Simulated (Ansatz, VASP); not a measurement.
# Sb: VASP beside Ansatz

```
Sb
1.0
     3.11048    0.00000    0.00027
     0.00000    4.39642    0.00000
    -0.00912    0.00000    4.21932
Sb
2
Direct
  0.00018 0.75000 0.74993
  0.99982 0.25000 0.25007
```

Change from the starting cell: strain along c alone, the other axes held, atoms relaxed: -4.0 %.

Alike in both runs: functional PBE; k mesh 14 × 10 × 10; occupations gaussian, width 0.1 eV; no spin polarisation.

Ansatz relaxed the structure, and its values are those at the end. VASP's run is a single point on that final structure, the one shown.

```csv
,VASP,Ansatz
version,VASP 6.6.1,Ansatz 0.2.0
potentials or method,"VASP PAW PBE potentials, release 64 (Sb), cutoff 520 eV","scalar-relativistic, plane waves, PAW"
valence electrons in the cell,10,30
```

```tsv
	VASP	Ansatz	Ansatz less VASP
gap on the k mesh at the Fermi level (eV)	none	none	-
pressure (GPa)	2.4	2.4	0.00
```

A gap of «none» marks a metal or a gap that the smearing closes. VASP's potentials hold 10 valence electrons a cell and Ansatz's 30, so a difference there can come from the potentials and not from the codes. Ansatz's warnings: stress scf threshold loose.

Neither program's run includes spin-orbit coupling.
